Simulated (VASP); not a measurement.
## Sc: single point with PBE

Sc:

```
Sc
1.0
     3.48550    0.00000    0.00000
    -1.74275    3.01853    0.00000
     0.00000    0.00000    5.43800
Sc
2
Direct
  0.33333 0.66667 0.25000
  0.66667 0.33333 0.75000
```

```json
{
  "Program": "VASP 6.6.1",
  "Task": "single point",
  "Functional": "PBE",
  "Potentials or basis": "VASP PAW PBE potentials, release 64 (Sc_sv)",
  "Cutoff": "520 eV",
  "k mesh": "15 × 15 × 10",
  "Occupations": "gaussian, width 0.15 eV",
  "Spin": "no spin polarisation"
}
```

```
Pressure               : -6.2 GPa
Band gap on the k mesh : zero (bands 11 and 12 overlap by 1.24 eV)
```

Stress tensor (GPa, compression positive):
```
-6.26  0.00  0.00
 0.00 -6.26  0.00
 0.00  0.00 -6.10
```

Levels at points of the mesh, in eV from the Fermi level:
| k point | band 7 | band 8 | band 9 | band 10 | band 11 | band 12 | band 13 | band 14 | band 15 | band 16 |
| --- | --- | --- | --- | --- | --- | --- | --- | --- | --- | --- |
| (0.00, 0.00, 0.00) | -28.29 | -28.27 | -4.82 | -1.45 | 0.34 | 1.40 | 1.40 | 1.60 | 1.76 | 1.76 |
| (0.00, 0.00, 0.50) | -28.31 | -28.31 | -3.44 | -3.44 | 0.87 | 0.87 | 1.33 | 1.33 | 1.33 | 1.33 |

It took 2.6 min on 1 thread of Intel(R) Xeon(R) Platinum 8488C (Sapphire Rapids), on a shared host, peak memory 0.27 GiB.

Caveat: the cell stands under tension.
